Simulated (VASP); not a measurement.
Here is a VASP 6.6.1 calculation.

File INCAR:

```
PREC = Accurate
ENCUT = 520
EDIFF = 1E-6
ISMEAR = 0
SIGMA = 0.1
LREAL = False
LASPH = True
NELM = 150
ALGO = Normal
ISIF = 2
LWAVE = False
LCHARG = False
ISPIN = 2
MAGMOM = 0 0 0 0 0 1
LORBIT = 11
LMAXMIX = 4
GGA = PE
NBANDS = 30
```

File KPOINTS:

```
regular mesh
0
Gamma
  4 4 4
```

POSCAR

```
KNbAl4
1.0
    0.0000000000      3.8563330070      3.8563330070
    3.8563330070      0.0000000000      3.8563330070
    3.8563330070      3.8563330070      0.0000000000
K Al Nb
1 4 1
Direct
    0.7500000000      0.7500000000      0.7500000000
    0.3741896842      0.3741896842      0.3741896842
    0.8774309475      0.3741896842      0.3741896842
    0.3741896842      0.3741896842      0.8774309475
    0.3741896842      0.8774309475      0.3741896842
    0.0000000000      0.0000000000      0.0000000000
```

Potentials or basis: VASP PAW PBE potentials, release 64 (K_sv, Al, Nb_sv).

The run is started by

```sh
$ cat potpaw_PBE.64/K_sv/POTCAR potpaw_PBE.64/Al/POTCAR potpaw_PBE.64/Nb_sv/POTCAR > POTCAR
$ mpirun -np 1 vasp_std > vasp.out
```

Estimate the largest force.

0.027 eV/Å.

What does it give for the site moments?

K +0.03; Al -0.01; Nb +0.91 μB.

Forces in eV/Å, atoms in the order of the input:
```
K    0.000  0.000  0.000
Al   0.016  0.016  0.016
Al   0.016 -0.016 -0.016
Al  -0.016 -0.016  0.016
Al  -0.016  0.016 -0.016
Nb   0.000  0.000  0.000
```
